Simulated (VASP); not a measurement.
A run of VASP 6.6.1 is set up as follows.

Contents of INCAR:

```
SYSTEM = Al49N48
PREC = Accurate ; ENCUT = 520
EDIFF = 1E-6 ; ISMEAR = -1
SIGMA = 0.05 ; LREAL = Auto
LASPH = .TRUE. ; NELM = 80
ALGO = Normal ; ISIF = 2
LWAVE = .FALSE. ; LCHARG = .FALSE.
GGA = PS ; NBANDS = 248
NELECT = 384.0 ; ISYM = 0
```

KPOINTS

```
Automatic mesh
0
Gamma
  1 1 1
  0.25 0.25 0.25
```

POSCAR

```
Al49N48
1.0
    9.3414480000      0.0000000000      0.0000000000
    0.0000000000     10.7865750000      0.0000000000
    0.0000000000      0.0000000000      9.9670570000
Al N
49 48
Direct
    0.1666450000      0.0807530000      0.2464560000
    0.1666500000      0.0838540000      0.7481920000
    0.0054190000      0.3294840000      0.2422210000
    0.9996200000      0.3327170000      0.7476880000
    0.4985450000      0.0836900000      0.2479400000
    0.4993420000      0.0810020000      0.7492810000
    0.3278700000      0.3294870000      0.2422070000
    0.3336520000      0.3327240000      0.7477040000
    0.1666420000      0.5822970000      0.2497690000
    0.1666430000      0.5841680000      0.7512870000
    0.9998510000      0.8336710000      0.2490910000
    0.0016820000      0.8349380000      0.7501030000
    0.8347480000      0.0836880000      0.2479430000
    0.8339320000      0.0809960000      0.7492860000
    0.6666460000      0.3323690000      0.2482470000
    0.6666360000      0.3214900000      0.7606610000
    0.4998310000      0.5832290000      0.2490510000
    0.4892360000      0.5890940000      0.7617220000
    0.3334420000      0.8336750000      0.2490920000
    0.3316080000      0.8349290000      0.7501050000
    0.8334780000      0.5832290000      0.2490360000
    0.8440490000      0.5890860000      0.7617120000
    0.6666440000      0.8403760000      0.2434330000
    0.6666440000      0.8331420000      0.7483530000
    0.0035900000      0.1618020000      0.4982070000
    0.0000250000      0.1653460000      0.9962670000
    0.3297360000      0.1618080000      0.4982020000
    0.3333100000      0.1653430000      0.9962730000
    0.1666640000      0.4163910000      0.4995580000
    0.1666620000      0.4172140000      0.9955720000
    0.0002880000      0.6666630000      0.5013950000
    0.0020350000      0.6680660000      0.0035770000
    0.6666630000      0.1660990000      0.5004270000
    0.6666660000      0.1636120000      0.0021190000
    0.4808450000      0.4055580000      0.4772020000
    0.4990270000      0.4157550000      0.0039780000
    0.3330650000      0.6666530000      0.5013830000
    0.3312980000      0.6680650000      0.0035940000
    0.1666690000      0.9133890000      0.4983550000
    0.1666670000      0.9167980000      0.9988860000
    0.8524730000      0.4055660000      0.4772330000
    0.8343020000      0.4157530000      0.0039790000
    0.6667010000      0.6880380000      0.4770470000
    0.6666680000      0.6678240000      0.0048970000
    0.4968870000      0.9213280000      0.4988550000
    0.4990020000      0.9164470000      0.9975650000
    0.8364440000      0.9213300000      0.4988540000
    0.8343370000      0.9164480000      0.9975670000
    0.6666270000      0.5008450000      0.5949010000
    0.0009260000      0.1649410000      0.1865340000
    0.9987010000      0.1676060000      0.6885260000
    0.3323790000      0.1649440000      0.1865400000
    0.3345900000      0.1676240000      0.6885160000
    0.1666530000      0.4173970000      0.1854960000
    0.1666330000      0.4172360000      0.6897040000
    0.9993640000      0.6657270000      0.1942480000
    0.0016790000      0.6674800000      0.6912780000
    0.6666510000      0.1669860000      0.1927940000
    0.6666450000      0.1639000000      0.6902780000
    0.4986420000      0.4156060000      0.1962280000
    0.5091020000      0.4211810000      0.6825530000
    0.3339470000      0.6657260000      0.1942770000
    0.3316060000      0.6674690000      0.6912700000
    0.1666530000      0.9146050000      0.1895140000
    0.1666540000      0.9174350000      0.6889240000
    0.8346610000      0.4155980000      0.1962230000
    0.8241970000      0.4211920000      0.6825370000
    0.6666510000      0.6685860000      0.1973130000
    0.6666760000      0.6576590000      0.6830180000
    0.4985210000      0.9177800000      0.1879400000
    0.5002810000      0.9143990000      0.6891710000
    0.8347780000      0.9177730000      0.1879450000
    0.8330150000      0.9144050000      0.6891670000
    0.1666530000      0.0782310000      0.4378770000
    0.1666560000      0.0831610000      0.9378160000
    0.0115960000      0.3260790000      0.4334540000
    0.9976990000      0.3343120000      0.9374570000
    0.4993830000      0.0868990000      0.4393390000
    0.5007260000      0.0829360000      0.9390320000
    0.3217130000      0.3260810000      0.4334480000
    0.3356040000      0.3343090000      0.9374760000
    0.1666520000      0.5818590000      0.4414360000
    0.1666590000      0.5841920000      0.9411000000
    0.9978610000      0.8313140000      0.4403500000
    0.0002510000      0.8325250000      0.9402070000
    0.8339180000      0.0869010000      0.4393410000
    0.8325830000      0.0829340000      0.9390340000
    0.6666520000      0.3409820000      0.4463750000
    0.6666520000      0.3328980000      0.9460520000
    0.5083520000      0.5788600000      0.4472820000
    0.5000000000      0.5831650000      0.9470090000
    0.3354430000      0.8313160000      0.4403380000
    0.3330570000      0.8325230000      0.9402120000
    0.8249970000      0.5788770000      0.4472510000
    0.8333040000      0.5831520000      0.9470080000
    0.6666530000      0.8478220000      0.4344060000
    0.6666590000      0.8307480000      0.9386930000
```

Potentials or basis: VASP PAW PBE potentials, release 64 (Al, N).

Command:

```console
$ cat potpaw_PBE.64/Al/POTCAR potpaw_PBE.64/N/POTCAR > POTCAR
$ mpirun -np 1 vasp_std > vasp.out
```

Task: Estimate the largest force.

Result: 0.025 eV/Å.

Forces in eV/Å, atoms in the order of the input:
```
Al   0.002  0.004  0.000
Al   0.004  0.006 -0.009
Al   0.000  0.001  0.006
Al  -0.003  0.010 -0.002
Al   0.003 -0.001  0.003
Al   0.007 -0.002  0.004
Al  -0.001  0.002  0.005
Al   0.001  0.013 -0.007
Al   0.006  0.005 -0.002
Al   0.004  0.004  0.004
Al   0.002  0.002  0.000
Al  -0.004 -0.006  0.001
Al  -0.002  0.000  0.000
Al  -0.006  0.000 -0.003
Al   0.006 -0.004 -0.008
Al   0.004  0.014 -0.009
Al  -0.006  0.005 -0.004
Al   0.006 -0.009 -0.006
Al  -0.005  0.003 -0.003
Al  -0.003 -0.004  0.001
Al   0.003  0.004 -0.005
Al  -0.007 -0.004 -0.005
Al   0.004 -0.004  0.003
Al   0.006 -0.008 -0.003
Al   0.001  0.009 -0.006
Al  -0.002  0.002 -0.007
Al  -0.007  0.008 -0.006
Al  -0.004  0.002 -0.009
Al   0.002 -0.010 -0.008
Al   0.000 -0.006 -0.008
Al  -0.008 -0.011  0.000
Al  -0.003  0.000 -0.002
Al   0.002  0.004 -0.001
Al  -0.002 -0.006 -0.004
Al  -0.006 -0.010  0.008
Al  -0.001  0.001  0.000
Al  -0.002 -0.009  0.001
Al  -0.006  0.000  0.000
Al  -0.002 -0.003 -0.002
Al   0.002  0.000  0.001
Al   0.015 -0.008  0.006
Al  -0.004 -0.003  0.003
Al  -0.003  0.009  0.006
Al   0.000 -0.006  0.001
Al   0.007  0.000 -0.004
Al   0.000 -0.008 -0.002
Al  -0.006  0.004 -0.005
Al  -0.005 -0.005 -0.006
Al   0.003  0.001 -0.006
N   -0.002 -0.002  0.000
N   -0.003 -0.007 -0.002
N    0.001 -0.002 -0.001
N    0.002 -0.009  0.000
N   -0.002  0.005  0.001
N    0.001  0.007 -0.003
N   -0.002 -0.001  0.003
N    0.008  0.005 -0.005
N    0.000  0.003  0.001
N    0.000 -0.010 -0.005
N    0.000  0.001  0.008
N   -0.017 -0.008  0.016
N    0.000 -0.002  0.001
N   -0.006  0.007 -0.005
N   -0.001 -0.003  0.000
N   -0.001  0.006  0.000
N   -0.002  0.002  0.008
N    0.014 -0.010  0.017
N    0.000  0.000  0.008
N   -0.004  0.016  0.012
N   -0.003  0.000 -0.001
N   -0.007  0.002 -0.003
N    0.002  0.001 -0.001
N    0.006  0.001 -0.002
N    0.001 -0.003  0.002
N    0.001  0.001  0.003
N    0.006 -0.006  0.004
N    0.003 -0.003  0.010
N    0.001  0.002 -0.001
N    0.004  0.002  0.003
N   -0.006 -0.007  0.003
N   -0.001 -0.002  0.008
N    0.003  0.001 -0.002
N    0.001  0.002  0.003
N    0.000  0.003 -0.003
N    0.002 -0.001  0.002
N    0.001  0.002 -0.002
N   -0.002  0.002  0.003
N    0.001 -0.015 -0.011
N    0.001  0.004  0.009
N   -0.012  0.010 -0.011
N    0.007 -0.003  0.010
N    0.004  0.002  0.000
N    0.000 -0.001  0.001
N    0.012  0.007 -0.009
N   -0.004 -0.002  0.009
N    0.001  0.012  0.001
N    0.001  0.006  0.007
```

Caveat: the k points lie up to 0.67 Å⁻¹ apart; the cell carries a net charge on a neutralising background, which shifts energy and pressure; the PAW data sets were made with another functional, which shifts forces and pressure a little.
